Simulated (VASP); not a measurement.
# Mg (P6/mmm) in VASP: a series of runs, part 2 of 3

VASP 6.6.1. The steps go on from the part before.

**3. Single point, PBEsol (strained)**

The input, INCAR:

```
ALGO = Normal
EDIFF = 1E-6
ENCUT = 600
GGA = PS
GGA_COMPAT = False
ISIF = 2
ISMEAR = 0
LASPH = True
LCHARG = False
LREAL = False
LWAVE = False
NBANDS = 7
NELM = 120
PREC = Accurate
SIGMA = 0.1
```

The input, KPOINTS:

```
k-points
0
Gamma
  15 15 12
```

The input, POSCAR:

```
Mg
1.0
    3.1169793541      0.0000000000      0.0000000000
   -1.5584896771      2.6993833038      0.0000000000
    0.0000000000      0.0000000000      3.1570702828
Mg
1
Direct
    0.0000000000      0.0000000000      0.0000000000
```

Potentials or basis: VASP PAW PBE potentials, release 64 (Mg).

Launch:

```
$ cat potpaw_PBE.64/Mg/POTCAR > POTCAR
$ mpirun -np 1 vasp_std > vasp.out
```

OUTCAR:

```text
EDIFF = 1E-6
   ENCUT = 600
   GGA = PS
   ISIF = 2
   ISMEAR = 0
   LASPH = True
   LREAL = False
   NELM = 120
   PREC = Accurate

 ion  position               nearest neighbor table
   1  0.000  0.000  0.000-

  LATTYP: Found a hexagonal cell.
 ALAT       =     3.1169793541
 C/A-ratio  =     1.0128621092

  Lattice vectors:

 A1 = (   3.1169793541,   0.0000000000,   0.0000000000)
 A2 = (  -1.5584896771,   2.6993833038,   0.0000000000)
 A3 = (   0.0000000000,   0.0000000000,   3.1570702828)

Analysis of symmetry for initial positions (statically):
=====================================================================
 Subroutine PRICEL returns:
 Original cell was already a primitive cell.

 Routine SETGRP: Setting up the symmetry group for a
 hexagonal supercell.

 Subroutine GETGRP returns: Found 24 space group operations
 (whereof 24 operations were pure point group operations)
 out of a pool of 24 trial point group operations.

The static configuration has the point symmetry D_6h.

Analysis of symmetry for dynamics (positions and initial velocities):
=====================================================================
 Subroutine PRICEL returns:
 Original cell was already a primitive cell.

 Routine SETGRP: Setting up the symmetry group for a
 hexagonal supercell.

 Subroutine GETGRP returns: Found 24 space group operations
 (whereof 24 operations were pure point group operations)
 out of a pool of 24 trial point group operations.

The dynamic configuration has the point symmetry D_6h.

 Subroutine INISYM returns: Found 24 space group operations
 (whereof 24 operations are pure point group operations),
 and found     1 'primitive' translations

----------------------------------------------------------------------------------------

                                     Primitive cell

  volume of cell :      26.5633

  direct lattice vectors                    reciprocal lattice vectors
     3.116979354  0.000000000  0.000000000     0.320823428  0.185227492  0.000000000
    -1.558489677  2.699383304  0.000000000     0.000000000  0.370454985  0.000000000
     0.000000000  0.000000000  3.157070283     0.000000000  0.000000000  0.316749363

  length of vectors
     3.116979354  3.116979354  3.157070283     0.370454985  0.370454985  0.316749363

  position of ions in fractional coordinates (direct lattice)
     0.000000000  0.000000000  0.000000000

  ion indices of the primitive-cell ions
   primitive index   ion index
                 1           1

----------------------------------------------------------------------------------------

 KPOINTS: k-points

Automatic generation of k-mesh.
 Grid dimensions read from file:
 generate k-points for:   15   15   12

 Generating k-lattice:

  Cartesian coordinates                     Fractional coordinates (reciprocal lattice)
     0.021388229  0.012348499  0.000000000     0.066666667 -0.000000000  0.000000000
     0.000000000  0.024696999  0.000000000     0.000000000  0.066666667  0.000000000
     0.000000000  0.000000000  0.026395780     0.000000000  0.000000000  0.083333333

  Length of vectors
     0.024696999  0.024696999  0.026395780

  Shift w.r.t. Gamma in fractional coordinates (k-lattice)
     0.000000000  0.000000000  0.000000000

 Subroutine IBZKPT returns following result:
 ===========================================

 Found    189 irreducible k-points:

 Following reciprocal coordinates:
            Coordinates               Weight
  0.000000  0.000000  0.000000      1.000000
  0.066667 -0.000000  0.000000      6.000000
  0.133333 -0.000000  0.000000      6.000000
  0.200000 -0.000000  0.000000      6.000000
  0.266667 -0.000000  0.000000      6.000000
  0.333333 -0.000000  0.000000      6.000000
[... 16 lines left out ...]
  0.333333  0.200000  0.000000     12.000000
  0.400000  0.200000  0.000000      6.000000
 [... further k-points ...]
   k-points           NKPTS =    189   k-points in BZ     NKDIM =    189   number of bands    NBANDS=      7
   number of dos      NEDOS =    301   number of ions     NIONS =      1
   total plane-waves  NPLWV =  21952
   dimension x,y,z NGX =    28 NGY =   28 NGZ =   28
   dimension x,y,z NGXF=    56 NGYF=   56 NGZF=   56
   ions per type =               1
   NGX,Y,Z   is equivalent  to a cutoff of  14.93, 14.93, 14.74 a.u.
   NGXF,Y,Z  is equivalent  to a cutoff of  29.87, 29.87, 29.49 a.u.
 SYSTEM =  unknown system
   PREC   = accura    normal or accurate (medium, high low for compatibility)
   ISTART =      0    job   : 0-new  1-cont  2-samecut
   ICHARG =      2    charge: 1-file 2-atom 10-const
   ISPIN  =      1    spin polarized calculation?
   LNONCOLLINEAR =      F non collinear calculations
   LSORBIT =      F    spin-orbit coupling
   LASPH  =      T    aspherical Exc in radial PAW
   ENCUT  =  600.0 eV  44.10 Ry    6.64 a.u.   6.23  6.23  6.31*2*pi/ulx,y,z
   NELM   =    120;   NELMIN=  2; NELMDL= -5     # of ELM steps
   EDIFF  = 0.1E-05   stopping-criterion for ELM
   LREAL  =      F    real-space projection
   EDIFFG = 0.1E-04   stopping-criterion for IOM
   NSW    =      0    number of steps for IOM
   IBRION =     -1    ionic relax: 0-MD 1-quasi-New 2-CG
   NFREE  =      0    steps in history (QN), initial steepest desc. (CG)
   ISIF   =      2    stress and relaxation
   ISYM   =      2    0-nonsym 1-usesym 2-fastsym
   POTIM  = 0.5000    time-step for ionic-motion
   TEBEG  =    0.0;   TEEND  =   0.0 temperature during run
   PSTRESS=    0.0 pullay stress
   NELECT =       2.0000    total number of electrons
   NUPDOWN=      -1.0000    fix difference up-down
   EMIN   =  10.00;   EMAX   =-10.00  energy-range for DOS
   EFERMI =   0.00;   METHOD = LEGACY
   ISMEAR =     0;   SIGMA  =   0.10  broadening in eV -4-tet -1-fermi 0-gaus
   EFERMI_NEDOS =   21; number of points for ismear=-14 and -15
   IALGO  =     38    algorithm
   IMIX   =      4    mixing-type and parameters
     AMIX     =   0.40;   BMIX     =  1.00
     AMIX_MAG =   1.60;   BMIX_MAG =  1.00
  volume/ion in A,a.u.               =      26.56       179.26
  Fermi-wavevector in a.u.,A,eV,Ry     =   0.691285  1.306340  6.501887  0.477875
  Thomas-Fermi vector in A             =   1.772893
   LORBIT       =      0    0 simple, 1 ext, 2 COOP (PROOUT), +10 PAW based schemes
   GGA     = PS    functional components
   LHFCALC =     F    Hartree Fock is set to
   AEXX    =    0.0000 exact exchange contribution
   IVDW    =     0    specifies the selected vdW correction
   LEPSILON=     F    determine dielectric tensor
   LRPA    =     F    only Hartree local field effects (RPA)
 non-spin polarized calculation
 Gauss-broadening in eV      SIGMA  =   0.10
  energy-cutoff  :      600.00
  volume of cell :       26.56
 maximum number of plane-waves:       912
 NGX is ok and might be reduce to    28
   NGX = 13   NGY = 13   NGZ = 13

 number of electron       2.0000000 magnetization

 Free energy of the ion-electron system (eV)
  ---------------------------------------------------
  ext. energy  EPLUGINS =         0.00000000
  ---------------------------------------------------
  free energy    TOTEN  =        -1.48074836 eV

  energy without entropy =       -1.47833852  energy(sigma->0) =       -1.47954344

 E-fermi :   1.8149     XC(G=0):  -8.0656

 val. band max:        1.7977429572   @ k =   0.3333  -0.0000   0.5000
 cond. band min:       1.8230149070   @ k =   0.4000   0.0667   0.4167
 fundamental gap:      0.0252719498
 Fermi energy:         1.8149429422

 k-point     1 :       0.0000    0.0000    0.0000
  band No.  band energies     occupation
      1      -4.4808      2.00000
      2       9.4006      0.00000
      3       9.7916      0.00000
      4      14.0419      0.00000
      5      14.0419      0.00000
      6      14.8514      0.00000
      7      14.8514      0.00000
[... 221 lines left out ...]
 k-point    24 :       0.4000    0.2000    0.0000
  band No.  band energies     occupation
      1       0.9872      2.00000
      2       1.3400      2.00000
      3       5.0745      0.00000
      4      14.5812      0.00000
      5      14.7721      0.00000
      6      14.9197      0.00000
      7      16.2978      0.00000

 [... further k-points ...]

------------------------ aborting loop because EDIFF is reached ----------------------------------------

  FORCE on cell =-STRESS in cart. coord.  units (eV):
  Direction    XX          YY          ZZ          XY          YZ          ZX
  --------------------------------------------------------------------------------------
  -------------------------------------------------------------------------------------
  Total       -0.1940837     -0.1940837     -0.3159721      0.0000000     -0.0000000      0.0000000
  in kB      -11.7062264    -11.7062264    -19.0579691      0.0000000     -0.0000000      0.0000000
  external PRESSURE =     -14.1568073 kB  Pullay stress =       0.0000000 kB

 VOLUME and BASIS-vectors are now :
 -----------------------------------------------------------------------------
  energy-cutoff  :      600.00
  volume of cell :       26.56
      direct lattice vectors                 reciprocal lattice vectors
     3.116979354  0.000000000  0.000000000     0.320823428  0.185227492  0.000000000
    -1.558489677  2.699383304  0.000000000     0.000000000  0.370454985  0.000000000
     0.000000000  0.000000000  3.157070283     0.000000000  0.000000000  0.316749363

 POSITION                                       TOTAL-FORCE (eV/Angst)
 -----------------------------------------------------------------------------------
      0.00000      0.00000      0.00000        -0.000000      0.000000      0.000000
 -----------------------------------------------------------------------------------
    total drift:                               -0.000000     -0.000000      0.000000

  FREE ENERGIE OF THE ION-ELECTRON SYSTEM (eV)
  ---------------------------------------------------
  free  energy   TOTEN  =        -1.4807483593 eV

  energy  without entropy=       -1.4783385184  energy(sigma->0) =       -1.47954344
```

OSZICAR:

```text
N       E                     dE             d eps       ncg     rms          rms(c)
DAV:   1    -0.817691188120E+00   -0.81769E+00   -0.80953E+02  2765   0.215E+02
DAV:   2    -0.149016893142E+01   -0.67248E+00   -0.64958E+00  3346   0.111E+01
DAV:   3    -0.149290270986E+01   -0.27338E-02   -0.27317E-02  3626   0.810E-01
DAV:   4    -0.149290713383E+01   -0.44240E-05   -0.44240E-05  3668   0.241E-02
DAV:   5    -0.149290715176E+01   -0.17931E-07   -0.17694E-07  3612   0.971E-04    0.639E-01
DAV:   6    -0.148633984471E+01    0.65673E-02   -0.74924E-04  3171   0.119E-01    0.407E-01
DAV:   7    -0.148074447793E+01    0.55954E-02   -0.30135E-03  3101   0.225E-01    0.219E-02
DAV:   8    -0.148074839267E+01   -0.39147E-05   -0.28409E-05  3514   0.288E-02    0.534E-03
DAV:   9    -0.148074835927E+01    0.33393E-07   -0.80111E-07  3458   0.315E-03
   1 F= -.14807484E+01 E0= -.14795434E+01  d E =-.240984E-02
```

It took 47 s on 1 thread of Intel Xeon 8259CL, shared host; peak memory 0.19 GiB.

What came out:

| Quantity | Value |
| --- | --- |
| Free energy | -1.4807 eV |
| Pressure | -1.4 GPa |
| Band gap on the k mesh | zero (bands 1 and 2 overlap by 5.04 eV) |

Levels at points of the mesh, in eV from the Fermi level:
```csv
k point,band 1,band 2,band 3,band 4,band 5,band 6
"(0.00, 0.00, 0.00)",-6.30,7.59,7.98,12.23,12.23,13.04
"(0.00, 0.00, 0.50)",-2.99,-2.17,14.18,14.18,15.69,15.69
```

Caveat: the cell differs from its parent crystal (strained); the PAW data sets were made with another functional, which shifts forces and pressure a little.

(Part 2 of 3 ends here.)

The gap in the log of VASP goes by the Fermi energy; the results here count the filled bands.